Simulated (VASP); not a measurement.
# V (Cmmm) in VASP: single point with PBE

Aim: the single point of V with PBE.

Program: VASP 6.6.1. These are calculated values, not measurements. Logs are shortened: lines on timing, memory, paths and dates and some standing lists are left out, and cuts for length are marked.

## (1) The cell of the first run

Symmetry: Cmmm, No. 65, orthorhombic system. Conventional cell: a = 4.571 Å, b = 6.823 Å, c = 5.167 Å, α = 90.00°, β = 90.00°, γ = 90.00°. V (site symmetry 2) has 6 V at 2.29 to 2.58 Å within 3.0 Å. Within 3.2 Å of V (site symmetry mmm) lie 8 V at 2.43 Å.

## (2) Single point, PBE, collinear spin, ferromagnetic start

Input file INCAR:

```
  PREC = Accurate
  ENCUT = 520
  EDIFF = 1E-7
  ISMEAR = 0
  SIGMA = 0.1
  LREAL = False
  LASPH = True
  NELM = 150
  ALGO = Fast
  ISIF = 2
  LWAVE = False
  LCHARG = False
  ISPIN = 2
  MAGMOM = 2 2 2 2 2
  LORBIT = 11
  LMAXMIX = 4
  GGA = PE
  NBANDS = 44
```

Input file KPOINTS:

```
Automatic mesh
0
Gamma
  6 6 4
```

Input file POSCAR:

```
V
1.0
    2.2856885461     -3.4115491836      0.0000000000
    2.2856885461      3.4115491836      0.0000000000
    0.0000000000      0.0000000000      5.1673483018
V
5
Direct
    0.5000000000      0.0000000000      0.2500000000
    0.0000000000      0.5000000000      0.7500000000
    0.0000000000      0.5000000000      0.2500000000
    0.5000000000      0.0000000000      0.7500000000
    0.0000000000      0.0000000000      0.0000000000
```

Potentials or basis: VASP PAW PBE potentials, release 64 (V_sv).

Started as:

```bash
$ cat potpaw_PBE.64/V_sv/POTCAR > POTCAR
$ mpirun -np 1 vasp_std > vasp.out
```

OUTCAR:

```text
PREC = Accurate
   ENCUT = 520
   EDIFF = 1E-7
   ISMEAR = 0
   LREAL = False
   LASPH = True
   NELM = 150
   ISIF = 2
   ISPIN = 2
   LORBIT = 11
   GGA = PE

 ion  position               nearest neighbor table
   1  0.500  0.000  0.250-   3 2.29   3 2.29   5 2.43   5 2.43   4 2.58   4 2.58
   2  0.000  0.500  0.750-   4 2.29   4 2.29   5 2.43   5 2.43   3 2.58   3 2.58
   3  0.000  0.500  0.250-   1 2.29   1 2.29   5 2.43   5 2.43   2 2.58   2 2.58
   4  0.500  0.000  0.750-   2 2.29   2 2.29   5 2.43   5 2.43   1 2.58   1 2.58
   5  0.000  0.000  0.000-   1 2.43   2 2.43   3 2.43   4 2.43   2 2.43   3 2.43   1 2.43   4 2.43

  LATTYP: Found a base centered orthorhombic cell.
 ALAT       =     4.5713770922
 B/A-ratio  =     1.4925695758
 C/A-ratio  =     1.1303701702

  Lattice vectors:

 A1 = (   2.2856885461,  -3.4115491836,   0.0000000000)
 A2 = (   2.2856885461,   3.4115491836,   0.0000000000)
 A3 = (   0.0000000000,   0.0000000000,   5.1673483018)

Analysis of symmetry for initial positions (statically):
=====================================================================
 Subroutine PRICEL returns:
 Original cell was already a primitive cell.

 Routine SETGRP: Setting up the symmetry group for a
 base centered orthorhombic supercell.

 Subroutine GETGRP returns: Found  8 space group operations
 (whereof  8 operations were pure point group operations)
 out of a pool of  8 trial point group operations.

The static configuration has the point symmetry D_2h.

Analysis of symmetry for dynamics (positions and initial velocities):
=====================================================================
 Subroutine PRICEL returns:
 Original cell was already a primitive cell.

 Routine SETGRP: Setting up the symmetry group for a
 base centered orthorhombic supercell.

 Subroutine GETGRP returns: Found  8 space group operations
 (whereof  8 operations were pure point group operations)
 out of a pool of  8 trial point group operations.

The dynamic configuration has the point symmetry D_2h.

Analysis of structural, dynamic, and magnetic symmetry:
=====================================================================
 Subroutine PRICEL returns:
 Original cell was already a primitive cell.

 Routine SETGRP: Setting up the symmetry group for a
 base centered orthorhombic supercell.

 Subroutine GETGRP returns: Found  8 space group operations
 (whereof  8 operations were pure point group operations)
 out of a pool of  8 trial point group operations.

The overall configuration has the point symmetry D_2h.

 Subroutine INISYM returns: Found  8 space group operations
 (whereof  8 operations are pure point group operations),
 and found     1 'primitive' translations

----------------------------------------------------------------------------------------

                                     Primitive cell

  volume of cell :      80.5873

  direct lattice vectors                    reciprocal lattice vectors
     2.285688546 -3.411549184  0.000000000     0.218752463 -0.146560982  0.000000000
     2.285688546  3.411549184  0.000000000     0.218752463  0.146560982  0.000000000
     0.000000000  0.000000000  5.167348302     0.000000000  0.000000000  0.193522856

  length of vectors
     4.106463194  4.106463194  5.167348302     0.263311150  0.263311150  0.193522856

  position of ions in fractional coordinates (direct lattice)
     0.500000000  0.000000000  0.250000000
     0.000000000  0.500000000  0.750000000
     0.000000000  0.500000000  0.250000000
     0.500000000  0.000000000  0.750000000
     0.000000000  0.000000000  0.000000000

  ion indices of the primitive-cell ions
   primitive index   ion index
                 1           1
                 2           2
                 3           3
                 4           4
                 5           5

----------------------------------------------------------------------------------------

 KPOINTS: Automatic mesh

Automatic generation of k-mesh.
 Grid dimensions read from file:
 generate k-points for:    6    6    4

 Generating k-lattice:

  Cartesian coordinates                     Fractional coordinates (reciprocal lattice)
     0.036458744 -0.024426830  0.000000000     0.166666667  0.000000000  0.000000000
     0.036458744  0.024426830  0.000000000     0.000000000  0.166666667  0.000000000
     0.000000000  0.000000000  0.048380714     0.000000000  0.000000000  0.250000000

  Length of vectors
     0.043885192  0.043885192  0.048380714

  Shift w.r.t. Gamma in fractional coordinates (k-lattice)
     0.000000000  0.000000000  0.000000000

 Subroutine IBZKPT returns following result:
 ===========================================

 Found     39 irreducible k-points:

 Following reciprocal coordinates:
            Coordinates               Weight
  0.000000  0.000000  0.000000      1.000000
  0.166667 -0.000000  0.000000      4.000000
  0.333333  0.000000  0.000000      4.000000
  0.500000  0.000000  0.000000      2.000000
  0.166667  0.166667  0.000000      2.000000
  0.333333  0.166667  0.000000      4.000000
[... 16 lines left out ...]
  0.333333  0.333333  0.250000      4.000000
  0.500000  0.333333  0.250000      8.000000
 [... further k-points ...]
   k-points           NKPTS =     39   k-points in BZ     NKDIM =     39   number of bands    NBANDS=     44
   number of dos      NEDOS =    301   number of ions     NIONS =      5
   total plane-waves  NPLWV =  40960
   dimension x,y,z NGX =    32 NGY =   32 NGZ =   40
   dimension x,y,z NGXF=    64 NGYF=   64 NGZF=   80
   ions per type =               5
   NGX,Y,Z   is equivalent  to a cutoff of  12.95, 12.95, 12.87 a.u.
   NGXF,Y,Z  is equivalent  to a cutoff of  25.91, 25.91, 25.74 a.u.
 SYSTEM =  unknown system
   PREC   = accura    normal or accurate (medium, high low for compatibility)
   ISTART =      0    job   : 0-new  1-cont  2-samecut
   ICHARG =      2    charge: 1-file 2-atom 10-const
   ISPIN  =      2    spin polarized calculation?
   LNONCOLLINEAR =      F non collinear calculations
   LSORBIT =      F    spin-orbit coupling
   LASPH  =      T    aspherical Exc in radial PAW
   ENCUT  =  520.0 eV  38.22 Ry    6.18 a.u.   7.64  7.64  9.61*2*pi/ulx,y,z
   NELM   =    150;   NELMIN=  2; NELMDL= -5     # of ELM steps
   EDIFF  = 0.1E-06   stopping-criterion for ELM
   LREAL  =      F    real-space projection
   EDIFFG = 0.1E-05   stopping-criterion for IOM
   NSW    =      0    number of steps for IOM
   IBRION =     -1    ionic relax: 0-MD 1-quasi-New 2-CG
   NFREE  =      0    steps in history (QN), initial steepest desc. (CG)
   ISIF   =      2    stress and relaxation
   ISYM   =      2    0-nonsym 1-usesym 2-fastsym
   POTIM  = 0.5000    time-step for ionic-motion
   TEBEG  =    0.0;   TEEND  =   0.0 temperature during run
   PSTRESS=    0.0 pullay stress
   NELECT =      65.0000    total number of electrons
   NUPDOWN=      -1.0000    fix difference up-down
   EMIN   =  10.00;   EMAX   =-10.00  energy-range for DOS
   EFERMI =   0.00;   METHOD = LEGACY
   ISMEAR =     0;   SIGMA  =   0.10  broadening in eV -4-tet -1-fermi 0-gaus
   EFERMI_NEDOS =   21; number of points for ismear=-14 and -15
   IALGO  =     68    algorithm
   IMIX   =      4    mixing-type and parameters
     AMIX     =   0.40;   BMIX     =  1.00
     AMIX_MAG =   1.60;   BMIX_MAG =  1.00
  volume/ion in A,a.u.               =      16.12       108.77
  Fermi-wavevector in a.u.,A,eV,Ry     =   1.523902  2.879758 31.596516  2.322278
  Thomas-Fermi vector in A             =   2.632282
   LORBIT       =     11    0 simple, 1 ext, 2 COOP (PROOUT), +10 PAW based schemes
   GGA     = PE    functional components
   LHFCALC =     F    Hartree Fock is set to
   AEXX    =    0.0000 exact exchange contribution
   IVDW    =     0    specifies the selected vdW correction
   LEPSILON=     F    determine dielectric tensor
   LRPA    =     F    only Hartree local field effects (RPA)
 spin polarized calculation
 RMM-DIIS sequential band-by-band and
 Gauss-broadening in eV      SIGMA  =   0.10
  energy-cutoff  :      520.00
  volume of cell :       80.59
 maximum number of plane-waves:      2185
 NGX is ok and might be reduce to    32
   NGX = 15   NGY = 15   NGZ = 19

 number of electron      64.9999966 magnetization       0.0001931

 number of electron      64.9999966 magnetization      -0.0000171

 Free energy of the ion-electron system (eV)
  ---------------------------------------------------
  ext. energy  EPLUGINS =         0.00000000
  ---------------------------------------------------
  free energy    TOTEN  =       -39.00093200 eV

  energy without entropy =      -38.96709094  energy(sigma->0) =      -38.98401147

 E-fermi :   7.7497     XC(G=0): -11.6516

 val. band max:        7.7459355983   @ k =  -0.1667   0.1667   0.2500
 cond. band min:       7.7631796471   @ k =   0.3333   0.3333   0.0000
 fundamental gap:      0.0172440488
 Fermi energy:         7.7497153986

 spin component 1

 k-point     1 :       0.0000    0.0000    0.0000
  band No.  band energies     occupation
      1     -56.2461      1.00000
      2     -56.1042      1.00000
      3     -55.8718      1.00000
      4     -55.7863      1.00000
      5     -55.5612      1.00000
      6     -30.9515      1.00000
[... 36 lines left out ...]
     43      11.0485      0.00000
     44      11.8092      0.00000

 k-point     2 :       0.1667   -0.0000    0.0000
  band No.  band energies     occupation
      1     -56.2206      1.00000
      2     -56.0834      1.00000
      3     -55.8947      1.00000
      4     -55.8082      1.00000
      5     -55.5656      1.00000
      6     -30.8420      1.00000
[... 36 lines left out ...]
     43      10.9341      0.00000
     44      11.1923      0.00000

 k-point     3 :       0.3333    0.0000    0.0000
  band No.  band energies     occupation
      1     -56.1514      1.00000
      2     -56.0264      1.00000
      3     -55.9598      1.00000
      4     -55.8675      1.00000
      5     -55.5734      1.00000
      6     -30.5681      1.00000
[... 976 lines left out ...]
     43      10.2083      0.00000
     44      10.2281      0.00000

 k-point    24 :       0.5000    0.3333    0.2500
  band No.  band energies     occupation
      1     -56.1639      1.00000
      2     -56.0949      1.00000
      3     -55.8906      1.00000
      4     -55.8242      1.00000
      5     -55.6017      1.00000
      6     -30.7318      1.00000
[... 36 lines left out ...]
     43      10.3698      0.00000
     44      10.7662      0.00000

 [... further k-points ...]

 spin component 2

 k-point     1 :       0.0000    0.0000    0.0000
  band No.  band energies     occupation
      1     -56.2460      1.00000
      2     -56.1041      1.00000
      3     -55.8718      1.00000
      4     -55.7863      1.00000
      5     -55.5614      1.00000
      6     -30.9515      1.00000
[... 36 lines left out ...]
     43      11.8107      0.00000
     44      12.4436      0.00000

 k-point     2 :       0.1667   -0.0000    0.0000
  band No.  band energies     occupation
      1     -56.2206      1.00000
      2     -56.0834      1.00000
      3     -55.8947      1.00000
      4     -55.8082      1.00000
      5     -55.5657      1.00000
      6     -30.8420      1.00000
[... 36 lines left out ...]
     43      11.0311      0.00000
     44      11.2898      0.00000

 k-point     3 :       0.3333    0.0000    0.0000
  band No.  band energies     occupation
      1     -56.1514      1.00000
      2     -56.0264      1.00000
      3     -55.9598      1.00000
      4     -55.8675      1.00000
      5     -55.5736      1.00000
      6     -30.5681      1.00000
[... 976 lines left out ...]
     43      10.2082      0.00000
     44      10.2157      0.00000

 k-point    24 :       0.5000    0.3333    0.2500
  band No.  band energies     occupation
      1     -56.1639      1.00000
      2     -56.0949      1.00000
      3     -55.8906      1.00000
      4     -55.8242      1.00000
      5     -55.6019      1.00000
      6     -30.7318      1.00000
[... 36 lines left out ...]
     43      10.3703      0.00000
     44      10.7773      0.00000

 [... further k-points ...]
[... 5 lines left out ...]
  --------------------------------------------------------------------------------------
  -------------------------------------------------------------------------------------
  Total        7.7269837     -1.6430314      3.3065340      0.0000000      0.0000000      0.0000000
  in kB      153.6222637    -32.6655543     65.7381006      0.0000000      0.0000000      0.0000000
  external PRESSURE =      62.2316033 kB  Pullay stress =       0.0000000 kB

 VOLUME and BASIS-vectors are now :
 -----------------------------------------------------------------------------
  energy-cutoff  :      520.00
  volume of cell :       80.59
      direct lattice vectors                 reciprocal lattice vectors
     2.285688546 -3.411549184  0.000000000     0.218752463 -0.146560982  0.000000000
     2.285688546  3.411549184  0.000000000     0.218752463  0.146560982  0.000000000
     0.000000000  0.000000000  5.167348302     0.000000000  0.000000000  0.193522856

 POSITION                                       TOTAL-FORCE (eV/Angst)
 -----------------------------------------------------------------------------------
      1.14284     -1.70577      1.29184         0.000000      0.000000      0.982170
      1.14284      1.70577      3.87551        -0.000000     -0.000000     -0.982170
      1.14284      1.70577      1.29184         0.000000     -0.000000      0.982170
      1.14284     -1.70577      3.87551        -0.000000     -0.000000     -0.982170
      0.00000      0.00000      0.00000        -0.000000      0.000000      0.000000
 -----------------------------------------------------------------------------------
    total drift:                                0.000000      0.000000     -0.000000

  FREE ENERGIE OF THE ION-ELECTRON SYSTEM (eV)
  ---------------------------------------------------
  free  energy   TOTEN  =       -39.0009320017 eV

  energy  without entropy=      -38.9670909419  energy(sigma->0) =      -38.98401147

 total charge

# of ion       s       p       d       tot
------------------------------------------
    1        2.356   6.154   3.271  11.780
    2        2.356   6.154   3.271  11.780
    3        2.356   6.154   3.271  11.780
    4        2.356   6.154   3.271  11.780
    5        2.432   6.197   3.381  12.009
--------------------------------------------------
tot         11.854  30.813  16.463  59.129

 magnetization (x)

# of ion       s       p       d       tot
------------------------------------------
    1        0.000  -0.000   0.000   0.000
    2        0.000  -0.000   0.000   0.000
    3        0.000  -0.000   0.000   0.000
    4        0.000  -0.000   0.000   0.000
    5       -0.000  -0.000  -0.000  -0.000
--------------------------------------------------
tot         -0.000  -0.000   0.000   0.000
```

It took 5.7 min on 1 thread of Intel Xeon 6975P-C, shared host; peak memory 0.34 GiB.

What came out:

| Property | Result |
| --- | --- |
| Free energy | -39.0009 eV |
| Pressure | 6.2 GPa |
| Largest force | 0.982 eV/Å |
| Net moment | 0.00 μB per cell |
| Valence electrons inside the program's atomic spheres | V 11.78, 12.01 |

Forces in eV/Å, atoms in the order of the input:
```
V    0.000  0.000  0.982
V    0.000  0.000 -0.982
V    0.000  0.000  0.982
V    0.000  0.000 -0.982
V    0.000  0.000  0.000
```

Stress tensor (GPa, compression positive):
```
15.36  0.00  0.00
 0.00 -3.27  0.00
 0.00  0.00  6.57
```

Levels at points of the mesh, in eV from the Fermi level:
Spin up:
```tsv
k point	band 30	band 31	band 32	band 33	band 34	band 35	band 36	band 37
(0.00, 0.00, 0.00)	-0.90	-0.69	-0.58	-0.22	0.02	0.67	1.22	2.05
(0.50, 0.00, 0.00)	-0.70	-0.60	-0.10	0.05	0.55	0.61	0.69	0.86
(0.50, 0.50, 0.00)	-1.18	-1.03	-0.05	-0.01	0.58	1.33	1.68	1.76
(0.00, 0.00, 0.50)	-1.10	-0.67	-0.37	-0.12	0.28	0.58	1.27	1.37
(0.50, 0.00, 0.50)	-0.73	-0.57	-0.28	0.38	0.46	0.53	0.79	0.81
(0.50, 0.50, 0.50)	-1.02	-0.90	-0.68	0.15	0.40	0.93	1.17	1.25
```
Spin down:
| k point | band 30 | band 31 | band 32 | band 33 | band 34 | band 35 | band 36 | band 37 |
| --- | --- | --- | --- | --- | --- | --- | --- | --- |
| (0.00, 0.00, 0.00) | -0.90 | -0.68 | -0.58 | -0.22 | 0.02 | 0.67 | 1.22 | 2.05 |
| (0.50, 0.00, 0.00) | -0.70 | -0.60 | -0.10 | 0.05 | 0.55 | 0.61 | 0.69 | 0.86 |
| (0.50, 0.50, 0.00) | -1.18 | -1.03 | -0.05 | -0.01 | 0.58 | 1.33 | 1.68 | 1.76 |
| (0.00, 0.00, 0.50) | -1.10 | -0.67 | -0.37 | -0.12 | 0.28 | 0.58 | 1.27 | 1.37 |
| (0.50, 0.00, 0.50) | -0.73 | -0.57 | -0.28 | 0.38 | 0.46 | 0.53 | 0.79 | 0.81 |
| (0.50, 0.50, 0.50) | -1.02 | -0.90 | -0.68 | 0.15 | 0.40 | 0.93 | 1.17 | 1.25 |
